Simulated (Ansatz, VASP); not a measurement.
Eu in VASP and in Ansatz

```
Eu
1.0
    -2.28754    2.28754    2.28754
     2.28754   -2.28754    2.28754
     2.28754    2.28754   -2.28754
Eu
1
Direct
  0.00000 0.00000 0.00000
```

Change from the starting cell: volume scaled by 0.98.

Alike in both runs: task single point; functional LDA; k mesh 8 × 8 × 8; occupations fermi-dirac, width 0.05 eV; collinear spin.

```csv
,VASP,Ansatz
version,VASP 6.6.1,Ansatz 0.2.0
potentials or method,"VASP PAW PBE potentials, release 64 (Eu), cutoff 520 eV","all-electron LAPW, scalar-relativistic"
```

```csv
,VASP,Ansatz,Ansatz less VASP
gap on the k mesh at the Fermi level (eV),none,none,-
pressure (GPa),-3.8,-3.5,+0.35
net moment per atom (μB),7.23,7.27,+0.043
size of the moment on the site where the two differ most (μB),6.70,7.13,+0.436
```

VASP's potentials were made for PBE, not for LDA. LDA's correlation is that of Perdew and Zunger in VASP and of Perdew and Wang (1992) in Ansatz. Site moments also hang on the region over which each program counts them. A gap of «none» marks a metal or a gap that the smearing closes. Ansatz ran all-electron here, and VASP with PAW potentials.

Spin-orbit coupling is off throughout. Noted on Ansatz's run: the open f shell may have settled in a state that isn't the lowest.
